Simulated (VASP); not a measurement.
**LiBeF3: single point with r2SCAN**

The system is LiBeF3.

```
CELL_PARAMETERS angstrom
2.76799 0.00000 0.00000
0.00000 2.61395 4.08271
0.00000 -2.61395 4.08271
ATOMIC_POSITIONS crystal
Li 0.50000 0.69394 0.69394
Be 0.00000 0.05478 0.05478
F 0.50000 0.94462 0.94462
F 0.00000 0.90516 0.40103
F 0.00000 0.40103 0.90516
```

* Program: VASP 6.6.1
* Task: single point
* Functional: r2SCAN
* Potentials or basis: VASP PAW PBE potentials, release 64 (Li_sv, Be, F)
* Cutoff: 520 eV
* k mesh: 8 × 6 × 6
* Occupations: gaussian, width 0.02 eV
* Spin: no spin polarisation

* Largest force: 0.111 eV/Å
* Band gap on the k mesh: 8.29 eV (least direct gap 8.33 eV)

Forces in eV/Å, atoms in the order of the input:
```
Li   0.000  0.000  0.032
Be   0.000  0.000  0.043
F    0.000  0.000  0.091
F    0.000  0.073 -0.083
F    0.000 -0.073 -0.083
```

Levels at points of the mesh, in eV from the valence-band top:
| k point | band 9 | band 10 | band 11 | band 12 | band 13 | band 14 | band 15 | band 16 | band 17 | band 18 |
| --- | --- | --- | --- | --- | --- | --- | --- | --- | --- | --- |
| (0.00, 0.00, 0.00) | -0.89 | -0.79 | -0.30 | -0.07 | -0.04 | 8.29 | 12.59 | 14.13 | 15.07 | 15.91 |
| (0.50, 0.00, 0.00) | -1.83 | -1.49 | -1.13 | -0.84 | -0.05 | 13.05 | 13.23 | 14.62 | 16.36 | 17.15 |
| (0.00, 0.50, 0.00) | -1.62 | -1.00 | -0.45 | -0.24 | -0.15 | 10.06 | 10.86 | 13.22 | 16.09 | 16.40 |
| (0.50, 0.50, 0.00) | -2.01 | -1.41 | -0.86 | -0.65 | -0.55 | 13.28 | 13.49 | 14.67 | 15.01 | 16.28 |
| (0.00, 0.50, 0.50) | -1.51 | -1.26 | -0.37 | -0.18 | -0.05 | 10.15 | 11.89 | 13.55 | 13.79 | 16.50 |
| (0.50, 0.50, 0.50) | -1.75 | -1.13 | -0.79 | -0.74 | 0.00 | 12.67 | 13.96 | 14.08 | 15.01 | 15.53 |

Wall time 3.6 min on 1 thread of AMD EPYC 9R45 96-Core Processor (Zen 5), with other jobs on the host, peak memory 0.19 GiB.

Caveat: the PAW data sets were made with another functional, which shifts forces and pressure a little. A k mesh can miss the band edges.
